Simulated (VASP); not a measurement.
Runs of VASP 6.6.1 on Mg3ZnS4. The structure is that of space group Cmmm (No. 65), or close to it. The cells are those of the table. 

```tsv
cell	k mesh	smearing	gap on the mesh (eV)	pressure (GPa)	largest force (eV/Å)
a = 6.377, b = 6.377, c = 3.676 Å, angles 90.0, 90.0, 109.7°, 8 atoms	4 × 4 × 6	gaussian 0.1 eV	1.23	-0.2	0.01
a = 3.676, b = 6.377, c = 6.377 Å, angles 109.7, 90.0, 90.0°, 8 atoms	4 × 2 × 2	gaussian 0.1 eV	1.24	(b)	0.02
a = 6.176, b = 6.176, c = 3.565 Å, angles 90.0, 90.0, 109.6°, 8 atoms	6 × 6 × 8	gaussian 0.02 eV	1.35	8.6	0.03
a = 6.107, b = 6.107, c = 3.526 Å, angles 90.0, 90.0, 109.6°, 8 atoms	6 × 6 × 8	gaussian 0.02 eV	1.39	12.6	0.03
a = 3.688, b = 6.360, c = 6.358 Å, angles 109.2, 90.0, 90.0°, 8 atoms	4 × 2 × 2	gaussian 0.1 eV	(a)	-0.2	0.03
```

Alike in all rows: task single point; level PBE; potentials or basis VASP PAW PBE potentials, release 64 (Mg, Zn, S); no spin polarisation; cutoff (eV) 520.

Q: Fill in the values left out.

A: (a) 1.26; (b) -0.1.

Caveats: some runs use coarse meshes.

A k mesh can miss the band edges.
